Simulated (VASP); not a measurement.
# Li7Sb (F-43m) in VASP: a series of runs

The runs below take Li7Sb through single point, relaxation of cell and atoms, with PBE.

Everything below comes from runs of VASP 6.6.1. Logs are shortened: lines on timing, memory, paths and dates and some standing lists are left out, and cuts for length are marked.

### 1 The cell of the first run

It takes space group F-43m (No. 216, cubic). The conventional cell has a = 7.946 Å, b = 7.946 Å, c = 7.946 Å, α = 90.00°, β = 90.00°, γ = 90.00°. Within 3.1 Å of Li (site symmetry 2mm) lie 7 Li at 2.13 to 3.01 Å and 2 Sb at 2.85 Å. Li (site symmetry -43m) has 12 Li at 2.85 Å within 3.8 Å. Sb (site symmetry -43m) has 12 Li at 2.85 Å within 3.8 Å.

The cell was built from a structure type or drawn by symmetry, and may not be a known phase.

### 2 Single point, PBE

Input file INCAR:

```
SYSTEM = Li7Sb
  PREC = Accurate
  ENCUT = 520
  EDIFF = 1E-6
  ISMEAR = 0
  SIGMA = 0.1
  LREAL = .False.
  LASPH = .True.
  NELM = 100
  ALGO = Fast
  ISIF = 2
  LWAVE = .False.
  LCHARG = .False.
  GGA = PE
  NBANDS = 23
```

Input file KPOINTS:

```
Automatic mesh
0
Gamma
  4 4 4
  0 0 0
```

Input file POSCAR:

```
Li7Sb
1.0
    0.0000000000      3.9732383400      3.9732383400
    3.9732383400      0.0000000000      3.9732383400
    3.9732383400      3.9732383400      0.0000000000
Li Sb
7 1
Direct
    0.5606917300      0.9393082700      0.9393082700
    0.9393082700      0.5606917300      0.5606917300
    0.9393082700      0.5606917300      0.9393082700
    0.5606917300      0.9393082700      0.5606917300
    0.9393082700      0.9393082700      0.5606917300
    0.5606917300      0.5606917300      0.9393082700
    0.5000000000      0.5000000000      0.5000000000
    0.0000000000      0.0000000000      0.0000000000
```

Potentials or basis: VASP PAW PBE potentials, release 64 (Li_sv, Sb).

The run is started by

```
cat potpaw_PBE.64/Li_sv/POTCAR potpaw_PBE.64/Sb/POTCAR > POTCAR
mpirun -np 1 vasp_std > vasp.out
```

OUTCAR:

```text
SYSTEM = Li7Sb
   PREC = Accurate
   ENCUT = 520
   EDIFF = 1E-6
   ISMEAR = 0
   LREAL = .False.
   LASPH = .True.
   NELM = 100
   ISIF = 2
   GGA = PE

 ion  position               nearest neighbor table
   1  0.561  0.939  0.939-   3 2.13   4 2.13   5 2.13   6 2.13   8 2.85   8 2.85
   2  0.939  0.561  0.561-   3 2.13   4 2.13   5 2.13   6 2.13   8 2.85   8 2.85
   3  0.939  0.561  0.939-   1 2.13   2 2.13   5 2.13   6 2.13   8 2.85   8 2.85
   4  0.561  0.939  0.561-   1 2.13   2 2.13   5 2.13   6 2.13   8 2.85   8 2.85
   5  0.939  0.939  0.561-   1 2.13   2 2.13   3 2.13   4 2.13   8 2.85   8 2.85
   6  0.561  0.561  0.939-   1 2.13   2 2.13   3 2.13   4 2.13   8 2.85   8 2.85
   7  0.500  0.500  0.500-
   8  0.000  0.000  0.000-   1 2.85   4 2.85   6 2.85   2 2.85   3 2.85   6 2.85   2 2.85   4 2.85
                             5 2.85   1 2.85   3 2.85   5 2.85

  LATTYP: Found a face centered cubic cell.
 ALAT       =     7.9464766800

  Lattice vectors:

 A1 = (   0.0000000000,   3.9732383400,   3.9732383400)
 A2 = (   3.9732383400,   0.0000000000,   3.9732383400)
 A3 = (   3.9732383400,   3.9732383400,   0.0000000000)

Analysis of symmetry for initial positions (statically):
=====================================================================
 Subroutine PRICEL returns:
 Original cell was already a primitive cell.

 Routine SETGRP: Setting up the symmetry group for a
 face centered cubic supercell.

 Subroutine GETGRP returns: Found 24 space group operations
 (whereof 24 operations were pure point group operations)
 out of a pool of 48 trial point group operations.

The static configuration has the point symmetry T_d .

Analysis of symmetry for dynamics (positions and initial velocities):
=====================================================================
 Subroutine PRICEL returns:
 Original cell was already a primitive cell.

 Routine SETGRP: Setting up the symmetry group for a
 face centered cubic supercell.

 Subroutine GETGRP returns: Found 24 space group operations
 (whereof 24 operations were pure point group operations)
 out of a pool of 48 trial point group operations.

The dynamic configuration has the point symmetry T_d .

 Subroutine INISYM returns: Found 24 space group operations
 (whereof 24 operations are pure point group operations),
 and found     1 'primitive' translations

[... 93 lines left out ...]
   IBRION =     -1    ionic relax: 0-MD 1-quasi-New 2-CG
   NFREE  =      0    steps in history (QN), initial steepest desc. (CG)
   ISIF   =      2    stress and relaxation
   ISYM   =      2    0-nonsym 1-usesym 2-fastsym
   POTIM  = 0.5000    time-step for ionic-motion
   TEBEG  =    0.0;   TEEND  =   0.0 temperature during run
   PSTRESS=    0.0 pullay stress
   NELECT =      26.0000    total number of electrons
   NUPDOWN=      -1.0000    fix difference up-down
   EMIN   =  10.00;   EMAX   =-10.00  energy-range for DOS
   EFERMI =   0.00;   METHOD = LEGACY
   ISMEAR =     0;   SIGMA  =   0.10  broadening in eV -4-tet -1-fermi 0-gaus
   EFERMI_NEDOS =   21; number of points for ismear=-14 and -15
   IALGO  =     68    algorithm
   IMIX   =      4    mixing-type and parameters
     AMIX     =   0.40;   BMIX     =  1.00
     AMIX_MAG =   1.60;   BMIX_MAG =  1.00
  volume/ion in A,a.u.               =      15.68       105.82
  Fermi-wavevector in a.u.,A,eV,Ry     =   0.968823  1.830811 12.770686  0.938619
  Thomas-Fermi vector in A             =   2.098825
   LORBIT       =      0    0 simple, 1 ext, 2 COOP (PROOUT), +10 PAW based schemes
   GGA     = PE    functional components
   LHFCALC =     F    Hartree Fock is set to
   AEXX    =    0.0000 exact exchange contribution
   IVDW    =     0    specifies the selected vdW correction
   LEPSILON=     F    determine dielectric tensor
   LRPA    =     F    only Hartree local field effects (RPA)
 non-spin polarized calculation
 RMM-DIIS sequential band-by-band and
 Gauss-broadening in eV      SIGMA  =   0.10
  energy-cutoff  :      520.00
  volume of cell :      125.45
 maximum number of plane-waves:      3399
 NGX is ok and might be reduce to    42
   NGX = 21   NGY = 21   NGZ = 21

 number of electron      25.9999990 magnetization

 Free energy of the ion-electron system (eV)
  ---------------------------------------------------
  ext. energy  EPLUGINS =         0.00000000
  ---------------------------------------------------
  free energy    TOTEN  =       -14.82573108 eV

  energy without entropy =      -14.79988981  energy(sigma->0) =      -14.81281044

 E-fermi :   3.4989     XC(G=0):  -8.2705

 val. band max:        3.4621448804   @ k =  -0.2500   0.2500   0.0000
 cond. band min:       3.5542717695   @ k =  -0.2500   0.2500   0.0000
 fundamental gap:      0.0921268891
 Fermi energy:         3.4989246819

 k-point     1 :       0.0000    0.0000    0.0000
  band No.  band energies     occupation
      1     -43.3447      2.00000
      2     -43.1747      2.00000
      3     -42.9590      2.00000
      4     -42.9590      2.00000
      5     -42.9590      2.00000
      6     -42.8566      2.00000
[... 197 lines left out ...]
     22       9.6741      0.00000
     23      10.2908      0.00000

------------------------ aborting loop because EDIFF is reached ----------------------------------------

  FORCE on cell =-STRESS in cart. coord.  units (eV):
  Direction    XX          YY          ZZ          XY          YZ          ZX
  --------------------------------------------------------------------------------------
  -------------------------------------------------------------------------------------
  Total        9.5392717      9.5392717      9.5392717      0.0000000      0.0000000      0.0000000
  in kB      121.8321630    121.8321630    121.8321630      0.0000000      0.0000000      0.0000000
  external PRESSURE =     121.8321630 kB  Pullay stress =       0.0000000 kB

 VOLUME and BASIS-vectors are now :
 -----------------------------------------------------------------------------
  energy-cutoff  :      520.00
  volume of cell :      125.45
      direct lattice vectors                 reciprocal lattice vectors
     0.000000000  3.973238340  3.973238340    -0.125841935  0.125841935  0.125841935
     3.973238340  0.000000000  3.973238340     0.125841935 -0.125841935  0.125841935
     3.973238340  3.973238340  0.000000000     0.125841935  0.125841935 -0.125841935

 POSITION                                       TOTAL-FORCE (eV/Angst)
 -----------------------------------------------------------------------------------
      7.46419      5.95986      5.95986         3.366424      0.000000      0.000000
      4.45552      5.95986      5.95986        -3.366424      0.000000      0.000000
      5.95986      7.46419      5.95986         0.000000      3.366424      0.000000
      5.95986      4.45552      5.95986         0.000000     -3.366424      0.000000
      5.95986      5.95986      7.46419         0.000000      0.000000      3.366424
      5.95986      5.95986      4.45552         0.000000      0.000000     -3.366424
      3.97324      3.97324      3.97324        -0.000000     -0.000000      0.000000
      0.00000      0.00000      0.00000        -0.000000     -0.000000     -0.000000
 -----------------------------------------------------------------------------------
    total drift:                                0.000004      0.000004      0.000004

  FREE ENERGIE OF THE ION-ELECTRON SYSTEM (eV)
  ---------------------------------------------------
  free  energy   TOTEN  =       -14.8257310779 eV

  energy  without entropy=      -14.7998898099  energy(sigma->0) =      -14.81281044
```

OSZICAR:

```text
N       E                     dE             d eps       ncg     rms          rms(c)
DAV:   1     0.156875555478E+03    0.15688E+03   -0.11341E+04   368   0.115E+03
DAV:   2     0.189092373291E+02   -0.13797E+03   -0.13120E+03   382   0.310E+02
DAV:   3    -0.139562089195E+02   -0.32865E+02   -0.32230E+02   729   0.706E+01
[... 15 lines left out ...]
RMM:  19    -0.148257248676E+02   -0.51455E-05   -0.51485E-05   507   0.224E-02    0.364E-03
RMM:  20    -0.148257278109E+02   -0.29433E-05   -0.29047E-05   486   0.171E-02    0.367E-03
RMM:  21    -0.148257291139E+02   -0.13030E-05   -0.17511E-05   468   0.139E-02    0.560E-03
RMM:  22    -0.148257304505E+02   -0.13367E-05   -0.10495E-05   450   0.117E-02    0.391E-03
RMM:  23    -0.148257310779E+02   -0.62737E-06   -0.64709E-06   427   0.102E-02
   1 F= -.14825731E+02 E0= -.14812810E+02  d E =-.258413E-01
```

Run time: 53 s. Hardware: 1 thread of Intel Xeon Platinum 8488C (Sapphire Rapids), shared host; peak memory 0.25 GiB.

Results:

| Quantity | Value |
| --- | --- |
| Free energy | -14.8257 eV |
| Largest force | 3.366 eV/Å |
| Band gap on the k mesh | zero (filled and empty bands overlap) |

Forces in eV/Å, atoms in the order of the input:
```
Li   3.366  0.000  0.000
Li  -3.366  0.000  0.000
Li   0.000  3.366  0.000
Li   0.000 -3.366  0.000
Li   0.000  0.000  3.366
Li   0.000  0.000 -3.366
Li   0.000  0.000  0.000
Sb   0.000  0.000  0.000
```

Caveat: the cutoff is under 1.25 times the usual one of these potentials, so pressure, stress and relaxed cells hold a basis-set (Pulay) error; spin-orbit coupling is left out, which moves the levels of the heavy elements; forces of over 1 eV/Å act on the atoms, so gaps and moduli don't describe the material at rest.

### 3 Relaxation of cell and atoms, PBE

Input file INCAR:

```
SYSTEM = Li7Sb
PREC     = Accurate       ! precision mode
ENCUT    = 600            ! plane-wave cutoff, eV
EDIFF    = 1E-7           ! SCF threshold, eV
ISMEAR   = 0              ! smearing method
SIGMA    = 0.1            ! smearing width, eV
LREAL    = .False.        ! projectors in reciprocal space
LASPH    = .True.         ! aspherical terms in the spheres
NELM     = 60             ! most SCF steps
ALGO     = Normal         ! electronic algorithm
ISIF     = 3              ! what is computed and relaxed
LWAVE    = .False.        ! write WAVECAR
LCHARG   = .False.        ! write CHGCAR
GGA      = PE             ! functional
IBRION   = 2              ! ionic algorithm
NSW      = 90             ! ionic steps
EDIFFG   = -0.04          ! ionic threshold
```

KPOINTS is that of step 2.

POSCAR is that of step 2.

Potentials or basis: VASP PAW PBE potentials, release 64 (Li_sv, Sb).

The run is started by

```
cat potpaw_PBE.64/Li_sv/POTCAR potpaw_PBE.64/Sb/POTCAR > POTCAR
mpirun -np 1 vasp_std > vasp.out
```

OUTCAR:

```text
SYSTEM = Li7Sb
   PREC = Accurate
   ENCUT = 600
   EDIFF = 1E-7
   ISMEAR = 0
   LREAL = .False.
   LASPH = .True.
   NELM = 60
   ISIF = 3
   GGA = PE
   IBRION = 2
   NSW = 90
   EDIFFG = -0.04

 ion  position               nearest neighbor table
   1  0.561  0.939  0.939-   3 2.13   4 2.13   5 2.13   6 2.13   8 2.85   8 2.85
   2  0.939  0.561  0.561-   3 2.13   4 2.13   5 2.13   6 2.13   8 2.85   8 2.85
   3  0.939  0.561  0.939-   1 2.13   2 2.13   5 2.13   6 2.13   8 2.85   8 2.85
   4  0.561  0.939  0.561-   1 2.13   2 2.13   5 2.13   6 2.13   8 2.85   8 2.85
   5  0.939  0.939  0.561-   1 2.13   2 2.13   3 2.13   4 2.13   8 2.85   8 2.85
   6  0.561  0.561  0.939-   1 2.13   2 2.13   3 2.13   4 2.13   8 2.85   8 2.85
   7  0.500  0.500  0.500-
   8  0.000  0.000  0.000-   1 2.85   4 2.85   6 2.85   2 2.85   3 2.85   6 2.85   2 2.85   4 2.85
                             5 2.85   1 2.85   3 2.85   5 2.85

  LATTYP: Found a face centered cubic cell.
 ALAT       =     7.9464766800

[... 477 lines left out ...]

--------------------------------------- Ionic step       11  -------------------------------------------

 number of electron      26.0000004 magnetization

------------------------ aborting loop because EDIFF is reached ----------------------------------------
[... 79 lines left out ...]
--------------------------------------- Ionic step       13  -------------------------------------------

 number of electron      25.9999980 magnetization

 Free energy of the ion-electron system (eV)
  ---------------------------------------------------
  ext. energy  EPLUGINS =         0.00000000
  ---------------------------------------------------
  free energy    TOTEN  =       -18.96975840 eV

  energy without entropy =      -18.94521876  energy(sigma->0) =      -18.95748858

 E-fermi :   2.5165     XC(G=0):  -7.8551

 val. band max:        2.4352310071   @ k =  -0.2500   0.2500   0.0000
 cond. band min:       2.5562550573   @ k =  -0.2500   0.2500   0.0000
 fundamental gap:      0.1210240502
 Fermi energy:         2.5164657776

 k-point     1 :       0.0000    0.0000    0.0000
  band No.  band energies     occupation
      1     -44.5755      2.00000
      2     -44.0576      2.00000
      3     -44.0417      2.00000
      4     -44.0417      2.00000
      5     -44.0417      2.00000
      6     -44.0338      2.00000
[... 192 lines left out ...]
  FREE ENERGIE OF THE ION-ELECTRON SYSTEM (eV)
  ---------------------------------------------------
  free  energy   TOTEN  =       -18.9697584047 eV

  energy  without entropy=      -18.9452187562  energy(sigma->0) =      -18.95748858

 reached required accuracy - stopping structural energy minimisation
```

CONTCAR:

```text
Li7Sb
   1.00000000000000
     0.0000000000000000    4.2256344109554673    4.2256344109554664
     4.2256344109554664   -0.0000000000000000    4.2256344109554664
     4.2256344109554664    4.2256344109554673    0.0000000000000000
  Li              Sb
     7     1
Direct
     0.4998968388333559    0.0001031611666441    0.0001031611666441
     0.0001031611666441    0.4998968388333559    0.4998968388333559
     0.0001031611666441    0.4998968388333559    0.0001031611666441
     0.4998968388333559    0.0001031611666441    0.4998968388333559
     0.0001031611666441    0.0001031611666441    0.4998968388333559
     0.4998968388333559    0.4998968388333559    0.0001031611666441
     0.5000000000000000    0.5000000000000000    0.5000000000000000
     0.0000000000000000    0.0000000000000000    0.0000000000000000

  0.00000000E+00  0.00000000E+00  0.00000000E+00
  0.00000000E+00  0.00000000E+00  0.00000000E+00
  0.00000000E+00  0.00000000E+00  0.00000000E+00
  0.00000000E+00  0.00000000E+00  0.00000000E+00
  0.00000000E+00  0.00000000E+00  0.00000000E+00
  0.00000000E+00  0.00000000E+00  0.00000000E+00
  0.00000000E+00  0.00000000E+00  0.00000000E+00
  0.00000000E+00  0.00000000E+00  0.00000000E+00
```

Run time: 5.3 min. Hardware: 1 thread of Intel Xeon Platinum 8488C (Sapphire Rapids), shared host; peak memory 0.34 GiB.

Results:

- Free energy: -18.9698 eV
- Relaxed volume: 18.86 Å³/atom
- Relaxed cell: a = 5.976 Å, b = 5.976 Å, c = 5.976 Å, α = 60.00°, β = 60.00°, γ = 60.00°
- Space group after relaxing (to 0.1 Å): Fm-3m (No. 225)
- Energy gained by relaxing: 517.6 meV/atom
- Ionic steps: 13
- Pressure after relaxing: 0.1 GPa
- Band gap on the k mesh: zero (bands 13 and 14 overlap by 0.36 eV)

Forces in eV/Å, atoms in the order of the input:
```
Li  -0.002  0.000  0.000
Li   0.002  0.000  0.000
Li   0.000 -0.002  0.000
Li   0.000  0.002  0.000
Li   0.000  0.000 -0.002
Li   0.000  0.000  0.002
Li   0.000  0.000  0.000
Sb   0.000  0.000  0.000
```

Step by step:
```csv
step,energy change (eV),largest force (eV/Å),pressure (GPa),volume (Å³)
1,0.0000,3.3644,12.16,125.45
2,-3.0759,1.1946,2.57,148.31
3,-3.5979,0.6928,0.12,159.98
4,-3.7196,0.1866,-3.02,185.11
5,-3.7894,0.3206,-2.06,175.39
6,-3.7893,0.3539,-1.84,173.49
7,-3.9052,0.3332,-1.31,166.86
8,-4.0798,0.2279,0.58,148.00
9,-4.0816,0.2050,0.92,145.35
10,-4.1194,0.1063,0.64,146.82
11,-4.1373,0.0125,0.36,148.74
12,-4.1373,0.0163,0.35,148.81
13,-4.1404,0.0022,0.08,150.91
```

Final structure:
```xyz
8
Lattice="0.0000 4.2256 4.2256 4.2256 0.0000 4.2256 4.2256 4.2256 0.0000" Properties=species:S:1:pos:R:3 pbc="T T T"
Li    0.0009    2.1128    2.1128
Li    4.2248    2.1128    2.1128
Li    2.1128    0.0009    2.1128
Li    2.1128    4.2248    2.1128
Li    2.1128    2.1128    0.0009
Li    2.1128    2.1128    4.2248
Li    4.2256    4.2256    4.2256
Sb    0.0000    0.0000    0.0000
```

Levels at points of the mesh, in eV from the Fermi level:
```
           k point  band 10  band 11  band 12  band 13  band 14  band 15  band 16  band 17
(0.00, 0.00, 0.00)    -2.53    -2.53    -2.00    -0.24     0.67     0.67     0.67     2.57
(0.50, 0.00, 0.00)    -2.38    -2.38    -1.22     0.05     0.05     0.12     1.47     2.32
(0.50, 0.50, 0.00)    -2.70    -2.70    -1.84    -0.86     1.85     1.85     1.85     3.09
```

Caveat: the cutoff is under 1.25 times the usual one of these potentials, so pressure, stress and relaxed cells hold a basis-set (Pulay) error; the volume moved by over 15 % at a fixed basis, so the end points are rough; spin-orbit coupling is left out, which moves the levels of the heavy elements.
